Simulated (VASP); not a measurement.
Write the native input for VASP 6.6.1 that does the following.

| Item | Value |
| --- | --- |
| Task | single point |
| Functional | PBE |
| Potentials or basis | VASP PAW PBE potentials, release 64 (Si, O) |
| Cutoff | 520 eV |
| k mesh | 7 × 7 × 7 |
| Occupations | fermi-dirac, width 0.03 eV |
| Spin | no spin polarisation |
| Dipole correction | no |
| Further INCAR settings | ALGO = Normal; EDIFF = 1e-06; NBANDS = 25 |

The structure of SiO2 lies in POSCAR:

```
SiO2
1.0
   -2.4452715000      2.4452715000      3.7440000000
    2.4452715000     -2.4452715000      3.7440000000
    2.4452715000      2.4452715000     -3.7440000000
Si O
2 4
Direct
    0.0000000000      0.0000000000      0.0000000000
    0.7500000000      0.2500000000      0.5000000000
    0.9983800000      0.6250000000      0.8733800000
    0.3750000000      0.2483800000      0.3733800000
    0.7516200000      0.1250000000      0.1266200000
    0.8750000000      0.0016200000      0.6266200000
```

This cell differs from its parent crystal: equal xx and yy strain of +3 %.

The input as run:

INCAR

```
SYSTEM = SiO2
ALGO = Normal ; EDIFF = 1E-6
ENCUT = 520 ; GGA = PE
ISIF = 2 ; ISMEAR = -1
LASPH = .TRUE. ; LCHARG = .TRUE.
LELF = .TRUE. ; LREAL = .FALSE.
LVHAR = .TRUE. ; LWAVE = .FALSE.
NBANDS = 25 ; NELM = 60
PREC = Accurate ; SIGMA = 0.03
```

KPOINTS

```
k-points
0
G
  7 7 7
  0 0 0
```

Potentials or basis: VASP PAW PBE potentials, release 64 (Si, O).

Command:

```bash
$ cat potpaw_PBE.64/Si/POTCAR potpaw_PBE.64/O/POTCAR > POTCAR
$ mpirun -np 1 vasp_std > vasp.out
```

Results of the run:

| Item | Value |
| --- | --- |
| Pressure | -5.5 GPa |
| Largest force | 0.606 eV/Å |
| Band gap on the k mesh | 5.66 eV |

Caveat: the cell differs from its parent crystal (equal xx and yy strain of +3 %); the cell stands under tension; an odd mesh through Γ misses points on the zone boundary, where band edges can lie.

It took 53 s on 1 thread of Intel(R) Xeon(R) Platinum 8488C (Sapphire Rapids) (shared host), peak memory 0.25 GiB.
